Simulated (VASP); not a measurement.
Runs of VASP 6.6.1 on F. The structure is that of space group C2/c (No. 15), or close to it. The cells are those of the table. 

| task | cell | cutoff (eV) | gap on the mesh (eV) | pressure (GPa) | relaxed volume (Å³/atom) | largest force (eV/Å) |
| --- | --- | --- | --- | --- | --- | --- |
| single point | a = 3.491, b = 3.491, c = 7.044 Å, angles 95.7, 95.7, 61.5°, 4 atoms | 520 | 3.06 | 0.3 | - | 0.43 |
| relaxation of shape and atoms at fixed volume | relaxed from a = 3.388, b = 3.388, c = 6.821 Å, angles 95.7, 95.7, 61.5°, 4 atoms | 600 | (c) | -0.3 | 17.09 | - |
| single point | a = 3.506, b = 3.506, c = 6.788 Å, angles 95.7, 95.7, 61.3°, 4 atoms | 520 | 3.09 | 0.4 | - | 0.43 |
| single point | a = 3.424, b = 3.424, c = 6.893 Å, angles 95.7, 95.7, 61.5°, 4 atoms | 520 | (b) | 0.4 | - | 0.43 |
| relaxation of cell and atoms | relaxed from a = 3.506, b = 3.506, c = 6.788 Å, angles 95.7, 95.7, 61.3°, 4 atoms | 600 | 2.78 | 0.0 | (a) | - |
| single point | a = 3.374, b = 3.374, c = 6.860 Å, angles 95.2, 95.2, 61.7°, 4 atoms | 520 | 3.00 | 0.5 | - | 0.43 |

Alike in all rows: level PBEsol; potentials or basis VASP PAW PBE potentials, release 64 (F); no spin polarisation; k mesh 8 × 8 × 4; smearing gaussian 0.02 eV.

**Question.** Fill in the values left out.

**Answer.** (a) 14.92; (b) 3.02; (c) 2.91.

Caveats: the PAW data sets were made with another functional, which shifts forces and pressure a little; the volume moved by over 15 % at a fixed basis, so the end points are rough (some runs); the volume moved by -18 % from the deposited cell, more than functionals usually miss (some runs).

A k mesh can miss the band edges.
